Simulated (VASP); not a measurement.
## CaO: single point with r2SCAN

CaO:

```
CELL_PARAMETERS angstrom
0.00000 2.25308 2.54696
2.25308 0.00000 2.54696
2.25308 2.25308 0.00000
ATOMIC_POSITIONS crystal
Ca 0.00000 0.00000 0.00000
O 0.50000 0.50000 0.50000
```

This cell differs from its parent crystal: strain -0.080 along x and y, +0.040 along z.

| Property | Result |
| --- | --- |
| Program | VASP 6.6.1 |
| Task | single point |
| Functional | r2SCAN |
| Potentials or basis | VASP PAW PBE potentials, release 64 (Ca_sv, O) |
| Cutoff | 520 eV |
| k mesh | 8 × 8 × 8 |
| Occupations | gaussian, width 0.05 eV |
| Spin | no spin polarisation |
| Dipole correction | no |
| Further INCAR settings | ALGO = Normal; EDIFF = 1e-06; NBANDS = 15 |

The pressure is 14.5 GPa and the band gap on the k mesh is 3.98 eV, indirect (least direct gap 4.36 eV).

Stress tensor (GPa, compression positive):
```
23.69  0.00  0.00
 0.00 23.69  0.00
 0.00  0.00 -3.76
```

Levels at points of the mesh, in eV from the valence-band top:
| k point | band 5 | band 6 | band 7 | band 8 | band 9 | band 10 | band 11 | band 12 |
| --- | --- | --- | --- | --- | --- | --- | --- | --- |
| (0.00, 0.00, 0.00) | -16.77 | -0.35 | 0.00 | 0.00 | 5.23 | 6.37 | 7.31 | 7.31 |
| (0.50, 0.00, 0.00) | -14.92 | -2.92 | -1.56 | -1.55 | 7.90 | 9.38 | 9.52 | 9.56 |
| (0.50, 0.50, 0.00) | -16.58 | -1.83 | -0.25 | -0.25 | 4.33 | 9.25 | 10.03 | 10.56 |
| (0.50, 0.00, 0.50) | -16.59 | -1.06 | -0.72 | -0.38 | 3.98 | 8.89 | 10.04 | 10.40 |

Run time: 61 s on 1 thread of Intel(R) Xeon(R) Platinum 8559C (Emerald Rapids), on a shared host, peak memory 0.16 GiB.

Caveat: the cell differs from its parent crystal (strain -0.080 along x and y, +0.040 along z); the PAW data sets were made with another functional, which shifts forces and pressure a little. A k mesh can miss the band edges.
